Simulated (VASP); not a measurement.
Wanted: the native input for a VASP 6.6.1 run.

```
Task                   : single point
Functional             : PBE
Potentials or basis    : VASP PAW PBE potentials, release 64 (Si, C)
Cutoff                 : 520 eV
k mesh                 : 14 × 14 × 14
Occupations            : gaussian, width 0.05 eV
Spin                   : no spin polarisation
Dipole correction      : no
Further INCAR settings : ALGO = Normal; EDIFF = 1e-07; NBANDS = 11
```

The structure of SiC lies in POSCAR:

```
SiC
1.0
    0.0000000000      2.1602544831      2.1602544831
    2.1602544831      0.0000000000      2.1602544831
    2.1602544831      2.1602544831      0.0000000000
Si C
1 1
Direct
    0.0000000000      0.0000000000      0.0000000000
    0.7500000000      0.7500000000      0.7500000000
```

This cell differs from its parent crystal: volume scaled by 0.960.

The input as run:

INCAR

```
SYSTEM = SiC
ALGO = Normal ; EDIFF = 1E-7
ENCUT = 520 ; GGA = PE
ISIF = 2 ; ISMEAR = 0
LASPH = .TRUE. ; LCHARG = .FALSE.
LREAL = .FALSE. ; LWAVE = .FALSE.
NBANDS = 11 ; NELM = 100
PREC = Accurate ; SIGMA = 0.05
```

KPOINTS

```
k-points
0
G
  14 14 14
  0 0 0
```

Potentials or basis: VASP PAW PBE potentials, release 64 (Si, C).

The run is started by

```bash
$ cat potpaw_PBE.64/Si/POTCAR potpaw_PBE.64/C/POTCAR > POTCAR
$ mpirun -np 1 vasp_std > vasp.out
```

Results of the run:

| Item | Value |
| --- | --- |
| Pressure | 9.3 GPa |
| Band gap on the k mesh | 1.33 eV, indirect (least direct gap 4.57 eV) |

It took 38 s on 1 thread of AMD EPYC 7R13 (shared host), peak memory 0.12 GiB.
